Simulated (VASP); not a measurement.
Set up this calculation in VASP 6.6.1, as the native input.

```
Task                   : single point
Functional             : PBEsol
Potentials or basis    : VASP PAW PBE potentials, release 64 (Cd, Se)
Cutoff                 : 520 eV
k mesh                 : 8 × 8 × 8
Occupations            : fermi-dirac, width 0.05 eV
Spin                   : no spin polarisation
Dipole correction      : no
Further INCAR settings : ALGO = Normal; EDIFF = 1e-06; NBANDS = 16
```

The structure of CdSe lies in POSCAR:

```
CdSe
1.0
    0.0000000000      2.8351159683      2.8351159683
    2.8351159683      0.0000000000      2.8351159683
    2.8351159683      2.8351159683      0.0000000000
Cd Se
1 1
Direct
    0.0000000000      0.0000000000      0.0000000000
    0.5000000000      0.5000000000      0.5000000000
```

This cell differs from its parent crystal: volume scaled by 0.96.

One way to write it, as run:

INCAR

```
SYSTEM = CdSe
ALGO = Normal
EDIFF = 1E-6
ENCUT = 520
GGA = PS
ISIF = 2
ISMEAR = -1
LASPH = .TRUE.
LCHARG = .TRUE.
LELF = .TRUE.
LREAL = .FALSE.
LVHAR = .TRUE.
LWAVE = .FALSE.
NBANDS = 16
NELM = 100
PREC = Accurate
SIGMA = 0.05
```

KPOINTS

```
k-points
0
G
  8 8 8
  0 0 0
```

Potentials or basis: VASP PAW PBE potentials, release 64 (Cd, Se).

Command:

```sh
$ cat potpaw_PBE.64/Cd/POTCAR potpaw_PBE.64/Se/POTCAR > POTCAR
$ mpirun -np 1 vasp_std > vasp.out
```

It gave:

- Pressure: -1.1 GPa
- Band gap on the k mesh: zero (band 9 reaches 2.49 eV, above the bottom of band 10 at 1.95 eV)

Caveat: the PAW data sets were made with another functional, which shifts forces and pressure a little.

Run time: 9.6 s on 1 thread of Intel(R) Xeon(R) 6975P-C (Granite Rapids), on a shared host, peak memory 0.17 GiB.
